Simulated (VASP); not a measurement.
Set up this calculation in VASP 6.6.1, as the native input.

- Task: electric field gradients
- Functional: PBE
- Potentials or basis: VASP PAW PBE potentials, release 64 (Rh_pv)
- Cutoff: 520 eV
- k mesh: 16 × 16 × 16
- Occupations: fermi-dirac, width 0.03 eV
- Spin: no spin polarisation
- Dipole correction: no
- Further INCAR settings: ALGO = Normal; EDIFF = 1e-08; NBANDS = 14

The structure of Rh lies in POSCAR:

```
Rh
1.0
    0.0000000000      1.8630621781      1.8630621781
    1.8630621781      0.0000000000      1.8630621781
    1.8630621781      1.8630621781      0.0000000000
Rh
1
Direct
    0.0000000000      0.0000000000      0.0000000000
```

This cell differs from its parent crystal: volume scaled by 0.9405.

One way to write it, as run:

INCAR

```
SYSTEM = Rh
PREC     = Accurate       ! precision mode
ENCUT    = 520            ! plane-wave cutoff, eV
EDIFF    = 1E-8           ! SCF threshold, eV
ISMEAR   = -1             ! smearing method
SIGMA    = 0.03           ! smearing width, eV
LREAL    = .FALSE.        ! projectors in reciprocal space
LASPH    = .TRUE.         ! aspherical terms in the spheres
NELM     = 100            ! most SCF steps
ALGO     = Normal         ! electronic algorithm
ISIF     = 2              ! what is computed and relaxed
LWAVE    = .FALSE.        ! write WAVECAR
LCHARG   = .FALSE.        ! write CHGCAR
GGA      = PE             ! functional
LEFG     = .TRUE.       
NBANDS   = 14             ! bands
```

KPOINTS

```
regular mesh
0
G
  16 16 16
  0 0 0
```

Potentials or basis: VASP PAW PBE potentials, release 64 (Rh_pv).

The run is started by

```sh
$ cat potpaw_PBE.64/Rh_pv/POTCAR > POTCAR
$ mpirun -np 1 vasp_std > vasp.out
```

It gave:

```
Pressure : 26.4 GPa
```

Caveat: without QUAD_EFG the Cq values of the log hold for a quadrupole moment of 1 mb, not for the nuclei.

It took 24 s on 1 thread of Intel(R) Xeon(R) Platinum 8259CL CPU @ 2.50GHz (Skylake/Cascade Lake), on a shared host, peak memory 0.14 GiB.
